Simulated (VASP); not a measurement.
Wanted: the native input for a VASP 6.6.1 run.

```yaml
Task: single point
Functional: r2SCAN
Dispersion: rVV10
Potentials_or_basis: VASP PAW PBE potentials, release 64 (Cs_sv, Tl_d, F)
Cutoff: 520 eV
k_mesh: 12 × 12 × 4
Occupations: fermi-dirac, width 0.03 eV
Spin: no spin polarisation
Dipole_correction: no
Further_INCAR_settings: ALGO = Normal; EDIFF = 1e-07; NBANDS = 35
```

Cs2TlF3:

```xyz
6
Lattice="4.3856 0.0000 0.0000 -2.1928 3.7980 0.0000 0.0000 0.0000 8.9708" Properties=species:S:1:pos:R:3 pbc="T T T"
Cs    2.1928    1.2660    2.9062
Cs    2.1928    1.2660    6.0646
Tl    0.0000    0.0000    0.0000
F     0.0000    0.0000    4.4854
F     0.0000    2.5320    0.0000
F     0.0000    2.5320    4.4854
```

One way to write it, as run:

POSCAR

```
Cs2TlF3
1.0
    4.3856046506      0.0000000000      0.0000000000
   -2.1928023253      3.7980450384      0.0000000000
    0.0000000000      0.0000000000      8.9708244566
Cs Tl F
2 1 3
Direct
    0.6666666667      0.3333333333      0.3239642524
    0.6666666667      0.3333333333      0.6760357476
    0.0000000000      0.0000000000      0.0000000000
    0.0000000000      0.0000000000      0.5000000000
    0.3333333333      0.6666666667      0.0000000000
    0.3333333333      0.6666666667      0.5000000000
```

INCAR.step1

```
ALGO = Normal ; EDIFF = 1E-4
ENCUT = 520 ; GGA = PE
ISMEAR = -1 ; LASPH = T
LCHARG = F ; LREAL = F
LWAVE = T ; NBANDS = 35
NELM = 100 ; PREC = Accurate
SIGMA = 0.03
```

INCAR.step2

```
ALGO = Normal ; BPARAM = 11.95
CPARAM = 0.0093 ; EDIFF = 1E-7
ENCUT = 520 ; ISIF = 2
ISMEAR = -1 ; ISTART = 1
IVDW_NL = 2 ; LASPH = T
LCHARG = F ; LMIXTAU = T
LREAL = F ; LUSE_VDW = T
LWAVE = F ; METAGGA = R2SCAN
NBANDS = 35 ; NELM = 100
PREC = Accurate ; SIGMA = 0.03
```

KPOINTS

```
k-points
0
Gamma
  12 12 4
```

Potentials or basis: VASP PAW PBE potentials, release 64 (Cs_sv, Tl_d, F).

The run is started by

```console
$ cat potpaw_PBE.64/Cs_sv/POTCAR potpaw_PBE.64/Tl_d/POTCAR potpaw_PBE.64/F/POTCAR > POTCAR
$ cp INCAR.step1 INCAR
$ mpirun -np 1 vasp_std > vasp.out
$ cp INCAR.step2 INCAR
$ mpirun -np 1 vasp_std > vasp.out
```

Results of the run:

```
Pressure               : 0.1 GPa
Largest force          : 0.059 eV/Å
Band gap on the k mesh : 1.25 eV (least direct gap 1.47 eV)
```

Caveat: the PAW data sets were made with another functional, which shifts forces and pressure a little; spin-orbit coupling is left out, which moves the levels of the heavy elements.

It took 15 min on 1 thread of Intel(R) Xeon(R) 6975P-C (Granite Rapids), on a shared host, peak memory 0.8 GiB.
